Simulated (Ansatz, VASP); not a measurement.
**In: VASP beside Ansatz**

File INCAR:

```
PREC = Accurate ; ENCUT = 520
EDIFF = 1E-7 ; ISMEAR = 0
SIGMA = 0.1 ; LREAL = False
LASPH = True ; NELM = 100
ALGO = Normal ; ISIF = 2
LWAVE = False ; LCHARG = True
GGA = PS ; LELF = True
LVHAR = True ; NBANDS = 34
```

The input KPOINTS:

```
Automatic mesh
0
Gamma
  4 4 4
```

Contents of POSCAR:

```
In
1.0
    2.4470898743     -4.1473635292      0.0000000000
    2.4470898743      4.1473635292      0.0000000000
    0.0000000000      0.0000000000      4.9006898420
In
4
Direct
    0.1525000000      0.8475000000      0.0785000000
    0.6525000000      0.3475000000      0.4215000000
    0.8475000000      0.1525000000      0.9215000000
    0.3475000000      0.6525000000      0.5785000000
```

Input for Ansatz:

```yaml
crystal:
  lattice:
    - [2.4470898743, -4.1473635292, 0.0]
    - [2.4470898743, 4.1473635292, 0.0]
    - [0.0, 0.0, 4.900689842]
  atoms:
    - { symbol: In, position: [0.1525, 0.8475, 0.0785] }
    - { symbol: In, position: [0.6525, 0.3475, 0.4215] }
    - { symbol: In, position: [0.8475, 0.1525, 0.9215] }
    - { symbol: In, position: [0.3475, 0.6525, 0.5785] }
basis:
  ecutwfc: 420
kpoints:
  mp_grid: { grid: [4, 4, 4] }
hamiltonian:
  xc: pbesol
scf:
  occupations: { method: gaussian, width: 0.1 }
output:
  forces: true
  stress: true
  eigenvalues: true
```

Alike in both runs: task single point; functional PBEsol; k mesh 4 × 4 × 4; occupations gaussian, width 0.1 eV; no spin polarisation.

|  | VASP | Ansatz |
| --- | --- | --- |
| version | VASP 6.6.1 | Ansatz 0.2.0 |
| potentials or method | VASP PAW PBE potentials, release 64 (In_d), cutoff 520 eV | scalar-relativistic, plane waves, PAW |
| valence electrons in the cell | 52 | 52 |

VASP gave:

* gap on the k mesh at the Fermi level (eV): none
* pressure (GPa): 7.0
* traceless stress, the component that is largest in VASP (GPa): 2.76
* rms of the force components (eV/Å): 0.371

Problem. What did Ansatz give for the same quantities?

Solution. gap on the k mesh at the Fermi level (eV): none; pressure (GPa): 7.0; traceless stress, the component that is largest in VASP (GPa): 2.76; rms of the force components (eV/Å): 0.372.

VASP's potentials were made for PBE, not for PBEsol. Atom by atom the forces differ by 0.001 eV/Å (rms over components). A gap of «none» marks a metal or a gap that the smearing closes. The functional is the same, so the differences come from potentials, cutoffs and numerics.

The k mesh is coarse, so the values compare programs but aren't converged.
